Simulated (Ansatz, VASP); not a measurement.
## PtS2 in VASP and in Ansatz

Contents of INCAR:

```
SYSTEM = PtS2
PREC     = Accurate       ! precision mode
ENCUT    = 520            ! plane-wave cutoff, eV
EDIFF    = 1E-7           ! SCF threshold, eV
ISMEAR   = 0              ! smearing method
SIGMA    = 0.05           ! smearing width, eV
LREAL    = .FALSE.        ! projectors in reciprocal space
LASPH    = .TRUE.         ! aspherical terms in the spheres
NELM     = 100            ! most SCF steps
ALGO     = Normal         ! electronic algorithm
ISIF     = 2              ! what is computed and relaxed
LWAVE    = .FALSE.        ! write WAVECAR
LCHARG   = .FALSE.        ! write CHGCAR
GGA      = PE             ! functional
NBANDS   = 18             ! bands
```

KPOINTS

```
regular mesh
0
G
  12 12 8
  0 0 0
```

POSCAR

```
PtS2
1.0
    3.5431994758      0.0000000000      0.0000000000
   -1.7715997379      3.0685007567      0.0000000000
    0.0000000000      0.0000000000      5.0388000000
Pt S
1 2
Direct
    0.1180453301      0.0864151793      0.0000000000
    0.3333333333      0.6666666667      0.2500000000
    0.6666666667      0.3333333333      0.7500000000
```

Input for Ansatz:

```yaml
crystal:
  lattice:
    - [3.5431994758, 0.0, 0.0]
    - [-1.7715997379, 3.0685007567, 0.0]
    - [0.0, 0.0, 5.0388]
  atoms:
    - { symbol: Pt, position: [0.1180453301, 0.0864151793, 0.0] }
    - { symbol: S, position: [0.3333333333, 0.6666666667, 0.25] }
    - { symbol: S, position: [0.6666666667, 0.3333333333, 0.75] }
basis:
  ecutwfc: 420
kpoints:
  mp_grid: { grid: [12, 12, 8] }
hamiltonian:
  xc: pbe
scf:
  occupations: { method: gaussian, width: 0.05 }
output:
  forces: true
  stress: true
  eigenvalues: true
```

Change from the starting cell: all Pt atoms moved +0.375 Å, as atom 1 along Cartesian [1 1 0].

Alike in both runs: task single point; functional PBE; k mesh 12 × 12 × 8; occupations gaussian, width 0.05 eV; no spin polarisation.

```csv
,VASP,Ansatz
version,VASP 6.6.1,Ansatz 0.2.0
potentials or method,"VASP PAW PBE potentials, release 64 (Pt, S), cutoff 520 eV","scalar-relativistic, plane waves, PAW"
valence electrons in the cell,22,30
```

VASP gave:

```
gap on the k mesh at the Fermi level (eV)                     : none
pressure (GPa)                                                : 12.0
traceless stress, the component that is largest in VASP (GPa) : -7.94
rms of the force components (eV/Å)                            : 2.675
```

Problem. Which values does Ansatz return?

Solution. gap on the k mesh at the Fermi level (eV): none; pressure (GPa): 12.3; traceless stress, the component that is largest in VASP (GPa): -7.93; rms of the force components (eV/Å): 2.678.

Atom by atom the forces differ by 0.018 eV/Å (rms over components). A gap of «none» marks a metal or a gap that the smearing closes. The functional is the same, so the differences come from potentials, cutoffs and numerics. VASP's potentials hold 22 valence electrons a cell and Ansatz's 30, so a difference there can come from the potentials and not from the codes.

Spin-orbit coupling is off throughout.
